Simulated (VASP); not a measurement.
# MoS2 (C2/m) in VASP: a series of runs

The runs below take MoS2 through single point, with PBE+D3(BJ).

Everything below comes from runs of VASP 6.6.1. Logs are shortened: lines on timing, memory, paths and dates and some standing lists are left out, and cuts for length are marked.

## (1) The cell of the first run

It takes space group C2/m (No. 12, monoclinic). Conventional cell: a = 5.429 Å, b = 3.134 Å, c = 19.911 Å, α = 90.00°, β = 93.91°, γ = 90.00°. Mo (site symmetry m) has 6 S at 2.42 Å and 6 Mo at 3.13 Å within 3.2 Å. Within 3.2 Å of Mo (site symmetry 2/m) lie 6 S at 2.42 Å and 6 Mo at 3.13 Å. S (site symmetry m) has 3 Mo at 2.42 Å and 9 S at 3.13 to 3.29 Å within 3.3 Å. S (site symmetry m) has 3 Mo at 2.42 Å and 6 S at 3.13 Å within 3.2 Å. Within 3.3 Å of S (site symmetry m) lie 3 Mo at 2.42 Å and 9 S at 3.13 to 3.29 Å.

## (2) Single point, PBE+D3(BJ) (the part above a cut slid along it)

Contents of INCAR:

```
SYSTEM = MoS2
ALGO = Fast ; EDIFF = 1E-6
ENCUT = 520 ; GGA = PE
ISIF = 2 ; ISMEAR = 0
IVDW = 12 ; LASPH = .TRUE.
LCHARG = .FALSE. ; LREAL = .FALSE.
LWAVE = .FALSE. ; NBANDS = 49
NELM = 100 ; PREC = Accurate
SIGMA = 0.15
```

Contents of KPOINTS:

```
k-points
0
G
  14 14 3
  0 0 0
```

Contents of POSCAR:

```
MoS2
1.0
   -1.5671157456     -2.7143240927      0.0000000000
    1.5671157456     -2.7143240927      0.0000000000
    0.0000000000     -4.0714861391     19.8649660373
Mo S
3 6
Direct
    0.4379136081      0.4379136081      0.7494485226
    0.2209070617      0.2209070617      0.1499016954
    0.3294103349      0.3294103349      0.4496751090
    0.6022393487      0.6022393487      0.5303475351
   -0.2892573782     -0.2892573782      0.8301209487
    0.4937360755      0.4937360755      0.2305741216
    0.9480780480      0.9480780480      0.0692292693
    0.0565813212      0.0565813212      0.3690026829
    0.1650845943      0.1650845943      0.6687760964
```

Potentials or basis: VASP PAW PBE potentials, release 64 (Mo_sv, S).

On the command line:

```
cat potpaw_PBE.64/Mo_sv/POTCAR potpaw_PBE.64/S/POTCAR > POTCAR
mpirun -np 1 vasp_std > vasp.out
```

OUTCAR:

```text
SYSTEM = MoS2
   EDIFF = 1E-6
   ENCUT = 520
   GGA = PE
   ISIF = 2
   ISMEAR = 0
   IVDW = 12
   LASPH = .TRUE.
   LREAL = .FALSE.
   NELM = 100
   PREC = Accurate
 IVDW          = 12

 ion  position               nearest neighbor table
   1  0.438  0.438  0.749-   5 2.42   5 2.42   5 2.42   9 2.42   9 2.42   9 2.42
   2  0.221  0.221  0.150-   7 2.42   7 2.42   7 2.42   6 2.42   6 2.42   6 2.42
   3  0.329  0.329  0.450-   8 2.42   4 2.42   4 2.42   8 2.42   8 2.42   4 2.42
   4  0.602  0.602  0.530-   3 2.42   3 2.42   3 2.42
   5  0.711  0.711  0.830-   1 2.42   1 2.42   1 2.42
   6  0.494  0.494  0.231-   2 2.42   2 2.42   2 2.42
   7  0.948  0.948  0.069-   2 2.42   2 2.42   2 2.42
   8  0.057  0.057  0.369-   3 2.42   3 2.42   3 2.42
   9  0.165  0.165  0.669-   1 2.42   1 2.42   1 2.42

  LATTYP: Found a base centered monoclinic cell.
 ALAT       =     5.4286481854
 B/A-ratio  =     0.5773502692
 C/A-ratio  =     3.6678140887
 COS(beta)  =    -0.0681604885

  Lattice vectors:

 A1 = (  -1.5671157456,  -2.7143240927,   0.0000000000)
 A2 = (   1.5671157456,  -2.7143240927,   0.0000000000)
 A3 = (  -0.0000000000,   1.3571620463,  19.8649660373)

Analysis of symmetry for initial positions (statically):
=====================================================================
 Subroutine PRICEL returns:
 Original cell was already a primitive cell.

 Routine SETGRP: Setting up the symmetry group for a
 base centered monoclinic supercell.

 Subroutine GETGRP returns: Found  4 space group operations
 (whereof  2 operations were pure point group operations)
 out of a pool of  4 trial point group operations.

The static configuration has the point symmetry C_1h.
 The point group associated with its full space group is C_2h.

Analysis of symmetry for dynamics (positions and initial velocities):
=====================================================================
 Subroutine PRICEL returns:
 Original cell was already a primitive cell.

 Routine SETGRP: Setting up the symmetry group for a
 base centered monoclinic supercell.

 Subroutine GETGRP returns: Found  4 space group operations
 (whereof  2 operations were pure point group operations)
 out of a pool of  4 trial point group operations.

The dynamic configuration has the point symmetry C_1h.
 The point group associated with its full space group is C_2h.

 Subroutine INISYM returns: Found  4 space group operations
 (whereof  2 operations are pure point group operations),
 and found     1 'primitive' translations

----------------------------------------------------------------------------------------

                                     Primitive cell

  volume of cell :     168.9976

  direct lattice vectors                    reciprocal lattice vectors
    -1.567115746 -2.714324093  0.000000000    -0.319057480 -0.184207922 -0.037754910
     1.567115746 -2.714324093  0.000000000     0.319057480 -0.184207922 -0.037754910
     0.000000000 -4.071486139 19.864966037     0.000000000  0.000000000  0.050339880

  length of vectors
     3.134231491  3.134231491 20.277915944     0.370345335  0.370345335  0.050339880

  position of ions in fractional coordinates (direct lattice)
     0.437913608  0.437913608  0.749448523
     0.220907062  0.220907062  0.149901695
     0.329410335  0.329410335  0.449675109
     0.602239349  0.602239349  0.530347535
     0.710742622  0.710742622  0.830120949
     0.493736076  0.493736076  0.230574122
     0.948078048  0.948078048  0.069229269
     0.056581321  0.056581321  0.369002683
     0.165084594  0.165084594  0.668776096

  ion indices of the primitive-cell ions
   primitive index   ion index
                 1           1
                 2           2
                 3           3
                 4           4
                 5           5
                 6           6
                 7           7
                 8           8
                 9           9

----------------------------------------------------------------------------------------

 KPOINTS: k-points

Automatic generation of k-mesh.
 Grid dimensions read from file:
 generate k-points for:   14   14    3

 Generating k-lattice:

  Cartesian coordinates                     Fractional coordinates (reciprocal lattice)
    -0.022789820 -0.013157709 -0.002696779     0.071428571  0.000000000  0.000000000
     0.022789820 -0.013157709 -0.002696779     0.000000000  0.071428571  0.000000000
     0.000000000  0.000000000  0.016779960     0.000000000  0.000000000  0.333333333

  Length of vectors
     0.026453238  0.026453238  0.016779960

  Shift w.r.t. Gamma in fractional coordinates (k-lattice)
     0.000000000  0.000000000  0.000000000

 Subroutine IBZKPT returns following result:
 ===========================================

 Found    162 irreducible k-points:

 Following reciprocal coordinates:
            Coordinates               Weight
  0.000000  0.000000  0.000000      1.000000
  0.071429  0.000000  0.000000      4.000000
  0.142857  0.000000  0.000000      4.000000
  0.214286  0.000000  0.000000      4.000000
  0.285714  0.000000 -0.000000      4.000000
  0.357143  0.000000  0.000000      4.000000
[... 16 lines left out ...]
  0.214286  0.142857  0.000000      4.000000
  0.285714  0.142857  0.000000      4.000000
 [... further k-points ...]
   k-points           NKPTS =    162   k-points in BZ     NKDIM =    162   number of bands    NBANDS=     49
   number of dos      NEDOS =    301   number of ions     NIONS =      9
   total plane-waves  NPLWV =  92160
   dimension x,y,z NGX =    24 NGY =   24 NGZ =  160
   dimension x,y,z NGXF=    48 NGYF=   48 NGZF=  320
   ions per type =               3   6
   NGX,Y,Z   is equivalent  to a cutoff of  12.73, 12.73, 13.12 a.u.
   NGXF,Y,Z  is equivalent  to a cutoff of  25.46, 25.46, 26.23 a.u.
 SYSTEM =  MoS2
   PREC   = accura    normal or accurate (medium, high low for compatibility)
   ISTART =      0    job   : 0-new  1-cont  2-samecut
   ICHARG =      2    charge: 1-file 2-atom 10-const
   ISPIN  =      1    spin polarized calculation?
   LNONCOLLINEAR =      F non collinear calculations
   LSORBIT =      F    spin-orbit coupling
   LASPH  =      T    aspherical Exc in radial PAW
   ENCUT  =  520.0 eV  38.22 Ry    6.18 a.u.   5.83  5.83 37.70*2*pi/ulx,y,z
   NELM   =    100;   NELMIN=  2; NELMDL= -5     # of ELM steps
   EDIFF  = 0.1E-05   stopping-criterion for ELM
   LREAL  =      F    real-space projection
   EDIFFG = 0.1E-04   stopping-criterion for IOM
   NSW    =      0    number of steps for IOM
   IBRION =     -1    ionic relax: 0-MD 1-quasi-New 2-CG
   NFREE  =      0    steps in history (QN), initial steepest desc. (CG)
   ISIF   =      2    stress and relaxation
   ISYM   =      2    0-nonsym 1-usesym 2-fastsym
   POTIM  = 0.5000    time-step for ionic-motion
   TEBEG  =    0.0;   TEEND  =   0.0 temperature during run
   PSTRESS=    0.0 pullay stress
   NELECT =      78.0000    total number of electrons
   NUPDOWN=      -1.0000    fix difference up-down
   EMIN   =  10.00;   EMAX   =-10.00  energy-range for DOS
   EFERMI =   0.00;   METHOD = LEGACY
   ISMEAR =     0;   SIGMA  =   0.15  broadening in eV -4-tet -1-fermi 0-gaus
   EFERMI_NEDOS =   21; number of points for ismear=-14 and -15
   IALGO  =     68    algorithm
   IMIX   =      4    mixing-type and parameters
     AMIX     =   0.40;   BMIX     =  1.00
     AMIX_MAG =   1.60;   BMIX_MAG =  1.00
  volume/ion in A,a.u.               =      18.78       126.72
  Fermi-wavevector in a.u.,A,eV,Ry     =   1.265162  2.390810 21.777962  1.600635
  Thomas-Fermi vector in A             =   2.398430
   LORBIT       =      0    0 simple, 1 ext, 2 COOP (PROOUT), +10 PAW based schemes
   GGA     = PE    functional components
   LHFCALC =     F    Hartree Fock is set to
   AEXX    =    0.0000 exact exchange contribution
   IVDW    =    12    specifies the selected vdW correction
   LEPSILON=     F    determine dielectric tensor
   LRPA    =     F    only Hartree local field effects (RPA)
 non-spin polarized calculation
 RMM-DIIS sequential band-by-band and
 Gauss-broadening in eV      SIGMA  =   0.15
  energy-cutoff  :      520.00
  volume of cell :      169.00
 maximum number of plane-waves:      4583
   NGX = 11   NGY = 11   NGZ = 75

 number of electron      78.0000002 magnetization

 Free energy of the ion-electron system (eV)
  ---------------------------------------------------
  ext. energy  EPLUGINS =         0.00000000
  ---------------------------------------------------
  free energy    TOTEN  =       -62.92451858 eV

  energy without entropy =      -62.89679074  energy(sigma->0) =      -62.91065466

 E-fermi :   7.0406     XC(G=0): -10.3819

 val. band max:        7.0120446111   @ k =  -0.3571   0.3571   0.0000
 cond. band min:       7.0426476669   @ k =  -0.1429  -0.2857   0.3333
 fundamental gap:      0.0306030558
 Fermi energy:         7.0405726114

 k-point     1 :       0.0000    0.0000    0.0000
  band No.  band energies     occupation
      1     -54.6827      2.00000
      2     -54.6827      2.00000
      3     -54.6347      2.00000
      4     -28.7711      2.00000
      5     -28.7711      2.00000
      6     -28.7309      2.00000
[... 41 lines left out ...]
     48      10.3340      0.00000
     49      10.3883      0.00000

 k-point     2 :       0.0714    0.0000    0.0000
  band No.  band energies     occupation
      1     -54.6804      2.00000
      2     -54.6804      2.00000
      3     -54.6324      2.00000
      4     -28.7668      2.00000
      5     -28.7668      2.00000
      6     -28.7266      2.00000
[... 41 lines left out ...]
     48      10.1757      0.00000
     49      10.2536      0.00000

 k-point     3 :       0.1429    0.0000    0.0000
  band No.  band energies     occupation
      1     -54.6741      2.00000
      2     -54.6741      2.00000
      3     -54.6261      2.00000
      4     -28.7549      2.00000
      5     -28.7549      2.00000
      6     -28.7147      2.00000
[... 1081 lines left out ...]
     48       9.8108      0.00000
     49      10.0850      0.00000

 k-point    24 :       0.2857    0.1429    0.0000
  band No.  band energies     occupation
      1     -54.6602      2.00000
      2     -54.6602      2.00000
      3     -54.6122      2.00000
      4     -28.8269      2.00000
      5     -28.8269      2.00000
      6     -28.7764      2.00000
[... 41 lines left out ...]
     48       9.7999      0.00000
     49      10.0689      0.00000

 [... further k-points ...]

------------------------ aborting loop because EDIFF is reached ----------------------------------------

 Edisp (eV)   -3.75552

 E8    (eV) :    -1.5264

  FORCE on cell =-STRESS in cart. coord.  units (eV):
  Direction    XX          YY          ZZ          XY          YZ          ZX
  --------------------------------------------------------------------------------------
  -------------------------------------------------------------------------------------
  Total      -0.00222    -0.00246    -0.25406     0.00000    -0.00019     0.00000
  in kB      -0.02102    -0.02332    -2.40861     0.00000    -0.00182     0.00000
  external pressure =       -0.82 kB  Pullay stress =        0.00 kB

 VOLUME and BASIS-vectors are now :
 -----------------------------------------------------------------------------
  energy-cutoff  :      520.00
  volume of cell :      169.00
      direct lattice vectors                 reciprocal lattice vectors
    -1.567115746 -2.714324093  0.000000000    -0.319057480 -0.184207922 -0.037754910
     1.567115746 -2.714324093  0.000000000     0.319057480 -0.184207922 -0.037754910
     0.000000000 -4.071486139 19.864966037     0.000000000  0.000000000  0.050339880

 POSITION                                       TOTAL-FORCE (eV/Angst)
 -----------------------------------------------------------------------------------
      0.00000     -5.42865     14.88777         0.000000      0.000038     -0.003676
      0.00000     -1.80955      2.97779         0.000000     -0.000038      0.003676
      0.00000     -3.61910      8.93278         0.000000      0.000000      0.000000
      0.00000     -5.42865     10.53534         0.000000     -0.000013     -0.003370
      0.00000     -7.23820     16.49032         0.000000      0.000061      0.097425
      0.00000     -3.61910      4.58035         0.000000     -0.000017      0.020740
      0.00000     -5.42865      1.37524         0.000000     -0.000061     -0.097425
      0.00000     -1.80955      7.33023         0.000000      0.000013      0.003370
      0.00000     -3.61910     13.28521         0.000000      0.000017     -0.020740
 -----------------------------------------------------------------------------------
    total drift:                                0.000000      0.000002      0.000033

  FREE ENERGIE OF THE ION-ELECTRON SYSTEM (eV)
  ---------------------------------------------------
  free  energy   TOTEN  =       -66.6800375026 eV

  energy  without entropy=      -66.6523096673  energy(sigma->0) =      -66.66617358
```

Run time: 59 min. Hardware: 1 thread of Oxide Virtual Turin-like, shared host; peak memory 0.96 GiB.

Results:

- Free energy: -66.6800 eV
- Pressure: -0.1 GPa
- Largest force: 0.097 eV/Å
- Band gap on the k mesh: zero (bands 39 and 40 overlap by 0.48 eV)
- Dispersion energy per atom: -0.417 eV

Forces in eV/Å, atoms in the order of the input:
```
Mo   0.000  0.000 -0.004
Mo   0.000  0.000  0.004
Mo   0.000  0.000  0.000
S    0.000  0.000 -0.003
S    0.000  0.000  0.097
S    0.000  0.000  0.021
S    0.000  0.000 -0.097
S    0.000  0.000  0.003
S    0.000  0.000 -0.021
```

Caveat: the cell differs from its parent crystal (the part above a cut slid along it).

(Part 1 of 2 ends here.)

The gap in the log of VASP goes by the Fermi energy; the results here count the filled bands.